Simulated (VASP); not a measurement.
# LiCl (I4/mmm) in VASP: notebook

LiCl is run at these levels: PBEsol; tasks: single point.

Program: VASP 6.6.1. These are calculated values, not measurements. Logs are shortened: lines on timing, memory, paths and dates and some standing lists are left out, and cuts for length are marked.

## 1. The cell of the first run

It takes space group I4/mmm (No. 139, tetragonal). The conventional cell has a = 3.627 Å, b = 3.627 Å, c = 4.873 Å, α = 90.00°, β = 90.00°, γ = 90.00°. Within 3.2 Å of Li (site symmetry 4/mmm) lie 6 Cl at 2.44 to 2.56 Å. Cl (site symmetry 4/mmm) has 6 Li at 2.44 to 2.56 Å within 3.2 Å.

## 2. Single point, PBEsol (strain +0.000 along x and y, -0.050 along z)

File INCAR:

```
ALGO = Normal
EDIFF = 1E-6
ENCUT = 520
GGA = PS
ISIF = 2
ISMEAR = 0
LASPH = True
LCHARG = False
LREAL = False
LWAVE = False
NBANDS = 12
NELM = 80
PREC = Accurate
SIGMA = 0.05
```

File KPOINTS:

```
k-points
0
Gamma
  8 8 8
```

File POSCAR:

```
LiCl
1.0
    0.0000000000      2.5647600000      2.4365220000
    2.5647600000      0.0000000000      2.4365220000
    2.5647600000      2.5647600000      0.0000000000
Li Cl
1 1
Direct
    0.0000000000      0.0000000000      0.0000000000
    0.5000000000      0.5000000000      0.5000000000
```

Potentials or basis: VASP PAW PBE potentials, release 64 (Li_sv, Cl).

Launch:

```bash
$ cat potpaw_PBE.64/Li_sv/POTCAR potpaw_PBE.64/Cl/POTCAR > POTCAR
$ mpirun -np 1 vasp_std > vasp.out
```

OUTCAR:

```text
EDIFF = 1E-6
   ENCUT = 520
   GGA = PS
   ISIF = 2
   ISMEAR = 0
   LASPH = True
   LREAL = False
   NELM = 80
   PREC = Accurate

 ion  position               nearest neighbor table
   1  0.000  0.000  0.000-   2 2.44   2 2.44   2 2.56   2 2.56   2 2.56   2 2.56
   2  0.500  0.500  0.500-   1 2.44   1 2.44   1 2.56   1 2.56   1 2.56   1 2.56

  LATTYP: Found a body centered tetragonal cell.
 ALAT       =     3.6271183762
 C/A-ratio  =     1.3435028843

  Lattice vectors:

 A1 = (   0.0000000000,  -2.5647600000,  -2.4365220000)
 A2 = (   0.0000000000,   2.5647600000,  -2.4365220000)
 A3 = (   2.5647600000,   0.0000000000,   2.4365220000)

Analysis of symmetry for initial positions (statically):
=====================================================================
 Subroutine PRICEL returns:
 Original cell was already a primitive cell.

 Routine SETGRP: Setting up the symmetry group for a
 body centered tetragonal supercell.

 Subroutine GETGRP returns: Found 16 space group operations
 (whereof 16 operations were pure point group operations)
 out of a pool of 16 trial point group operations.

The static configuration has the point symmetry D_4h.

Analysis of symmetry for dynamics (positions and initial velocities):
=====================================================================
 Subroutine PRICEL returns:
 Original cell was already a primitive cell.

 Routine SETGRP: Setting up the symmetry group for a
 body centered tetragonal supercell.

 Subroutine GETGRP returns: Found 16 space group operations
 (whereof 16 operations were pure point group operations)
 out of a pool of 16 trial point group operations.

The dynamic configuration has the point symmetry D_4h.

 Subroutine INISYM returns: Found 16 space group operations
 (whereof 16 operations are pure point group operations),
 and found     1 'primitive' translations

----------------------------------------------------------------------------------------

                                     Primitive cell

  volume of cell :      32.0549

  direct lattice vectors                    reciprocal lattice vectors
     0.000000000  2.564760000  2.436522000    -0.194950015  0.194950015  0.205210542
     2.564760000  0.000000000  2.436522000     0.194950015 -0.194950015  0.205210542
     2.564760000  2.564760000  0.000000000     0.194950015  0.194950015 -0.205210542

  length of vectors
     3.537602764  3.537602764  3.627118376     0.343689370  0.343689370  0.343689370

  position of ions in fractional coordinates (direct lattice)
     0.000000000  0.000000000  0.000000000
     0.500000000  0.500000000  0.500000000

  ion indices of the primitive-cell ions
   primitive index   ion index
                 1           1
                 2           2

----------------------------------------------------------------------------------------

 KPOINTS: k-points

Automatic generation of k-mesh.
 Grid dimensions read from file:
 generate k-points for:    8    8    8

 Generating k-lattice:

  Cartesian coordinates                     Fractional coordinates (reciprocal lattice)
    -0.024368752  0.024368752  0.025651318     0.125000000 -0.000000000  0.000000000
     0.024368752 -0.024368752  0.025651318    -0.000000000  0.125000000  0.000000000
     0.024368752  0.024368752 -0.025651318     0.000000000  0.000000000  0.125000000

  Length of vectors
     0.042961171  0.042961171  0.042961171

  Shift w.r.t. Gamma in fractional coordinates (k-lattice)
     0.000000000  0.000000000  0.000000000

 Subroutine IBZKPT returns following result:
 ===========================================

 Found     59 irreducible k-points:

 Following reciprocal coordinates:
            Coordinates               Weight
  0.000000  0.000000  0.000000      1.000000
  0.125000  0.000000  0.000000      8.000000
  0.250000  0.000000  0.000000      8.000000
  0.375000 -0.000000  0.000000      8.000000
  0.500000  0.000000  0.000000      4.000000
  0.125000  0.125000  0.000000      2.000000
[... 16 lines left out ...]
  0.250000  0.000000  0.125000     16.000000
  0.375000  0.000000  0.125000     16.000000
 [... further k-points ...]
   k-points           NKPTS =     59   k-points in BZ     NKDIM =     59   number of bands    NBANDS=     12
   number of dos      NEDOS =    301   number of ions     NIONS =      2
   total plane-waves  NPLWV =  21952
   dimension x,y,z NGX =    28 NGY =   28 NGZ =   28
   dimension x,y,z NGXF=    56 NGYF=   56 NGZF=   56
   ions per type =               1   1
   NGX,Y,Z   is equivalent  to a cutoff of  13.16, 13.16, 12.83 a.u.
   NGXF,Y,Z  is equivalent  to a cutoff of  26.32, 26.32, 25.67 a.u.
 SYSTEM =  unknown system
   PREC   = accura    normal or accurate (medium, high low for compatibility)
   ISTART =      0    job   : 0-new  1-cont  2-samecut
   ICHARG =      2    charge: 1-file 2-atom 10-const
   ISPIN  =      1    spin polarized calculation?
   LNONCOLLINEAR =      F non collinear calculations
   LSORBIT =      F    spin-orbit coupling
   LASPH  =      T    aspherical Exc in radial PAW
   ENCUT  =  520.0 eV  38.22 Ry    6.18 a.u.   6.58  6.58  6.74*2*pi/ulx,y,z
   NELM   =     80;   NELMIN=  2; NELMDL= -5     # of ELM steps
   EDIFF  = 0.1E-05   stopping-criterion for ELM
   LREAL  =      F    real-space projection
   EDIFFG = 0.1E-04   stopping-criterion for IOM
   NSW    =      0    number of steps for IOM
   IBRION =     -1    ionic relax: 0-MD 1-quasi-New 2-CG
   NFREE  =      0    steps in history (QN), initial steepest desc. (CG)
   ISIF   =      2    stress and relaxation
   ISYM   =      2    0-nonsym 1-usesym 2-fastsym
   POTIM  = 0.5000    time-step for ionic-motion
   TEBEG  =    0.0;   TEEND  =   0.0 temperature during run
   PSTRESS=    0.0 pullay stress
   NELECT =      10.0000    total number of electrons
   NUPDOWN=      -1.0000    fix difference up-down
   EMIN   =  10.00;   EMAX   =-10.00  energy-range for DOS
   EFERMI =   0.00;   METHOD = LEGACY
   ISMEAR =     0;   SIGMA  =   0.05  broadening in eV -4-tet -1-fermi 0-gaus
   EFERMI_NEDOS =   21; number of points for ismear=-14 and -15
   IALGO  =     38    algorithm
   IMIX   =      4    mixing-type and parameters
     AMIX     =   0.40;   BMIX     =  1.00
     AMIX_MAG =   1.60;   BMIX_MAG =  1.00
  volume/ion in A,a.u.               =      16.03       108.16
  Fermi-wavevector in a.u.,A,eV,Ry     =   1.110308  2.098178 16.773050  1.232784
  Thomas-Fermi vector in A             =   2.246858
   LORBIT       =      0    0 simple, 1 ext, 2 COOP (PROOUT), +10 PAW based schemes
   GGA     = PS    functional components
   LHFCALC =     F    Hartree Fock is set to
   AEXX    =    0.0000 exact exchange contribution
   IVDW    =     0    specifies the selected vdW correction
   LEPSILON=     F    determine dielectric tensor
   LRPA    =     F    only Hartree local field effects (RPA)
 non-spin polarized calculation
 Gauss-broadening in eV      SIGMA  =   0.05
  energy-cutoff  :      520.00
  volume of cell :       32.05
 maximum number of plane-waves:       883
 NGX is ok and might be reduce to    28
   NGX = 13   NGY = 13   NGZ = 13

 number of electron      10.0000000 magnetization

 number of electron       9.9999995 magnetization

 Free energy of the ion-electron system (eV)
  ---------------------------------------------------
  ext. energy  EPLUGINS =         0.00000000
  ---------------------------------------------------
  free energy    TOTEN  =        -7.62984317 eV

  energy without entropy =       -7.62984317  energy(sigma->0) =       -7.62984317

 E-fermi :   1.2531     XC(G=0):  -9.1318

 val. band max:        0.9806122586   @ k =   0.0000   0.0000   0.0000
 cond. band min:       7.3644704104   @ k =   0.0000   0.0000   0.0000
 fundamental gap:      6.3838581518
 Fermi energy:         1.2531110662

 k-point     1 :       0.0000    0.0000    0.0000
  band No.  band energies     occupation
      1     -41.7974      2.00000
      2     -12.6542      2.00000
      3       0.8108      2.00000
      4       0.9806      2.00000
      5       0.9806      2.00000
      6       7.3645      0.00000
      7      12.6488      0.00000
      8      12.6488      0.00000
      9      13.1050      0.00000
     10      15.2356      0.00000
     11      15.2899      0.00000
     12      15.2899      0.00000

 k-point     2 :       0.1250    0.0000    0.0000
  band No.  band energies     occupation
      1     -41.7968      2.00000
      2     -12.5690      2.00000
      3       0.3326      2.00000
      4       0.8543      2.00000
      5       0.9148      2.00000
      6       7.8337      0.00000
      7      11.9886      0.00000
      8      12.4762      0.00000
      9      12.9790      0.00000
     10      13.9105      0.00000
     11      14.2548      0.00000
     12      16.1121      0.00000

 k-point     3 :       0.2500    0.0000    0.0000
  band No.  band energies     occupation
      1     -41.7953      2.00000
      2     -12.3502      2.00000
      3      -0.8101      2.00000
      4       0.7653      2.00000
      5       0.7863      2.00000
      6       8.1475      0.00000
      7      11.3054      0.00000
      8      11.7972      0.00000
      9      12.0722      0.00000
     10      14.9191      0.00000
     11      14.9342      0.00000
     12      16.7017      0.00000

 k-point     4 :       0.3750   -0.0000    0.0000
  band No.  band energies     occupation
      1     -41.7939      2.00000
      2     -12.1100      2.00000
      3      -1.7835      2.00000
      4       0.6272      2.00000
      5       0.7318      2.00000
      6       7.7470      0.00000
      7      10.4246      0.00000
      8      10.9293      0.00000
      9      13.3751      0.00000
     10      16.6433      0.00000
     11      16.9218      0.00000
     12      17.4152      0.00000

 k-point     5 :       0.5000    0.0000    0.0000
  band No.  band energies     occupation
      1     -41.7933      2.00000
      2     -12.0030      2.00000
      3      -2.1585      2.00000
      4       0.5730      2.00000
      5       0.7113      2.00000
      6       7.5280      0.00000
      7      10.1211      0.00000
      8      10.5981      0.00000
      9      14.2764      0.00000
     10      17.9969      0.00000
     11      18.0072      0.00000
     12      18.5821      0.00000
[... 228 lines left out ...]
      1     -41.7915      2.00000
      2     -11.6476      2.00000
      3      -2.2641      2.00000
      4      -0.4129      2.00000
      5      -0.4129      2.00000
      6       8.7597      0.00000
      7       8.7735      0.00000
      8      14.1556      0.00000
      9      15.0742      0.00000
     10      15.0742      0.00000
     11      18.2134      0.00000
     12      19.7166      0.00000

 k-point    22 :       0.1250    0.0000    0.1250
  band No.  band energies     occupation
      1     -41.7967      2.00000
      2     -12.5423      2.00000
      3       0.4414      2.00000
      4       0.6017      2.00000
      5       0.8118      2.00000
      6       8.0949      0.00000
      7      11.6851      0.00000
      8      12.2889      0.00000
      9      13.0312      0.00000
     10      13.0502      0.00000
     11      16.0874      0.00000
     12      16.3497      0.00000

 k-point    23 :       0.2500    0.0000    0.1250
  band No.  band energies     occupation
      1     -41.7955      2.00000
      2     -12.3671      2.00000
      3      -0.4769      2.00000
      4       0.5060      2.00000
      5       0.6482      2.00000
      6       8.7549      0.00000
      7      11.0384      0.00000
      8      11.2194      0.00000
      9      12.7568      0.00000
     10      13.8531      0.00000
     11      15.9369      0.00000
     12      17.3259      0.00000

 k-point    24 :       0.3750    0.0000    0.1250
  band No.  band energies     occupation
      1     -41.7941      2.00000
      2     -12.1282      2.00000
      3      -1.4662      2.00000
      4       0.3742      2.00000
      5       0.4793      2.00000
      6       8.5558      0.00000
      7      10.3397      0.00000
      8      11.7169      0.00000
      9      12.2067      0.00000
     10      15.3927      0.00000
     11      17.3284      0.00000
     12      18.0530      0.00000

 [... further k-points ...]

------------------------ aborting loop because EDIFF is reached ----------------------------------------

  FORCE on cell =-STRESS in cart. coord.  units (eV):
  Direction    XX          YY          ZZ          XY          YZ          ZX
  --------------------------------------------------------------------------------------
  -------------------------------------------------------------------------------------
  Total       -0.0528475     -0.0528475      0.4635568      0.0000000      0.0000000      0.0000000
  in kB       -2.6414420     -2.6414420     23.1696637      0.0000000      0.0000000      0.0000000
  external PRESSURE =       5.9622599 kB  Pullay stress =       0.0000000 kB

 VOLUME and BASIS-vectors are now :
 -----------------------------------------------------------------------------
  energy-cutoff  :      520.00
  volume of cell :       32.05
      direct lattice vectors                 reciprocal lattice vectors
     0.000000000  2.564760000  2.436522000    -0.194950015  0.194950015  0.205210542
     2.564760000  0.000000000  2.436522000     0.194950015 -0.194950015  0.205210542
     2.564760000  2.564760000  0.000000000     0.194950015  0.194950015 -0.205210542

 POSITION                                       TOTAL-FORCE (eV/Angst)
 -----------------------------------------------------------------------------------
      0.00000      0.00000      0.00000         0.000000      0.000000      0.000000
      2.56476      2.56476      2.43652        -0.000000     -0.000000      0.000000
 -----------------------------------------------------------------------------------
    total drift:                                0.000000      0.000000      0.000000

  FREE ENERGIE OF THE ION-ELECTRON SYSTEM (eV)
  ---------------------------------------------------
  free  energy   TOTEN  =        -7.6298431673 eV

  energy  without entropy=       -7.6298431673  energy(sigma->0) =       -7.62984317
```

Wall time 29 s (1 thread of Intel Xeon 8259CL, shared host); peak memory 0.16 GiB.

What came out:

* Free energy: -7.6298 eV
* Band gap on the k mesh: 6.38 eV

Levels at points of the mesh, in eV from the valence-band top:
| k point | band 1 | band 2 | band 3 | band 4 | band 5 | band 6 | band 7 | band 8 | band 9 | band 10 |
| --- | --- | --- | --- | --- | --- | --- | --- | --- | --- | --- |
| (0.00, 0.00, 0.00) | -42.78 | -13.63 | -0.17 | 0.00 | 0.00 | 6.38 | 11.67 | 11.67 | 12.12 | 14.25 |
| (0.50, 0.00, 0.00) | -42.77 | -12.98 | -3.14 | -0.41 | -0.27 | 6.55 | 9.14 | 9.62 | 13.30 | 17.02 |
| (0.50, 0.50, 0.00) | -42.77 | -12.63 | -3.24 | -1.39 | -1.39 | 7.78 | 7.79 | 13.17 | 14.09 | 14.09 |
| (0.50, 0.00, 0.50) | -42.77 | -12.73 | -3.26 | -1.40 | -1.03 | 7.89 | 8.06 | 12.42 | 13.92 | 15.07 |

Caveat: the cell differs from its parent crystal (strain +0.000 along x and y, -0.050 along z); the cutoff is under 1.25 times the usual one of these potentials, so pressure, stress and relaxed cells hold a basis-set (Pulay) error; the PAW data sets were made with another functional, which shifts forces and pressure a little. A k mesh can miss the band edges.

## 3. Single point, PBEsol (strain -0.050 along x and y, +0.025 along z)

File INCAR:

```
ALGO = Normal ; EDIFF = 1E-6
ENCUT = 520 ; GGA = PS
ISIF = 2 ; ISMEAR = 0
LASPH = True ; LCHARG = True
LELF = True ; LREAL = False
LVHAR = True ; LWAVE = False
NBANDS = 12 ; NELM = 60
PREC = Accurate ; SIGMA = 0.05
```

KPOINTS is that of step 2.

File POSCAR:

```
LiCl
1.0
    0.0000000000      2.4365220000      2.6288790000
    2.4365220000      0.0000000000      2.6288790000
    2.4365220000      2.4365220000      0.0000000000
Li Cl
1 1
Direct
    0.0000000000      0.0000000000      0.0000000000
    0.5000000000      0.5000000000      0.5000000000
```

Potentials or basis: VASP PAW PBE potentials, release 64 (Li_sv, Cl).

Launch:

```bash
$ cat potpaw_PBE.64/Li_sv/POTCAR potpaw_PBE.64/Cl/POTCAR > POTCAR
$ mpirun -np 1 vasp_std > vasp.out
```

OUTCAR:

```text
EDIFF = 1E-6
   ENCUT = 520
   GGA = PS
   ISIF = 2
   ISMEAR = 0
   LASPH = True
   LREAL = False
   NELM = 60
   PREC = Accurate

 ion  position               nearest neighbor table
   1  0.000  0.000  0.000-   2 2.44   2 2.44   2 2.44   2 2.44   2 2.63   2 2.63
   2  0.500  0.500  0.500-   1 2.44   1 2.44   1 2.44   1 2.44   1 2.63   1 2.63

  LATTYP: Found a body centered tetragonal cell.
 ALAT       =     3.4457624574
 C/A-ratio  =     1.5258620015

[... 550 lines left out ...]

------------------------ aborting loop because EDIFF is reached ----------------------------------------

  FORCE on cell =-STRESS in cart. coord.  units (eV):
  Direction    XX          YY          ZZ          XY          YZ          ZX
  --------------------------------------------------------------------------------------
  -------------------------------------------------------------------------------------
  Total        0.6164664      0.6164664     -0.1190815      0.0000000      0.0000000      0.0000000
  in kB       31.6430768     31.6430768     -6.1124273      0.0000000      0.0000000      0.0000000
  external PRESSURE =      19.0579087 kB  Pullay stress =       0.0000000 kB

 VOLUME and BASIS-vectors are now :
 -----------------------------------------------------------------------------
  energy-cutoff  :      520.00
  volume of cell :       31.21
      direct lattice vectors                 reciprocal lattice vectors
     0.000000000  2.436522000  2.628879000    -0.205210542  0.205210542  0.190195136
     2.436522000  0.000000000  2.628879000     0.205210542 -0.205210542  0.190195136
     2.436522000  2.436522000  0.000000000     0.205210542  0.205210542 -0.190195136

 POSITION                                       TOTAL-FORCE (eV/Angst)
 -----------------------------------------------------------------------------------
      0.00000      0.00000      0.00000         0.000000     -0.000000      0.000000
      2.43652      2.43652      2.62888        -0.000000      0.000000     -0.000000
 -----------------------------------------------------------------------------------
    total drift:                                0.000000      0.000000      0.000000

  FREE ENERGIE OF THE ION-ELECTRON SYSTEM (eV)
  ---------------------------------------------------
  free  energy   TOTEN  =        -7.6138977457 eV

  energy  without entropy=       -7.6138977457  energy(sigma->0) =       -7.61389775
```

Run time: 28 s. Hardware: 1 thread of Intel Xeon 8259CL, shared host; peak memory 0.16 GiB.

Results:

* Free energy: -7.6139 eV
* Band gap on the k mesh: 6.49 eV

Caveat: the cell differs from its parent crystal (strain -0.050 along x and y, +0.025 along z); the cutoff is under 1.25 times the usual one of these potentials, so pressure, stress and relaxed cells hold a basis-set (Pulay) error; the PAW data sets were made with another functional, which shifts forces and pressure a little. A k mesh can miss the band edges.
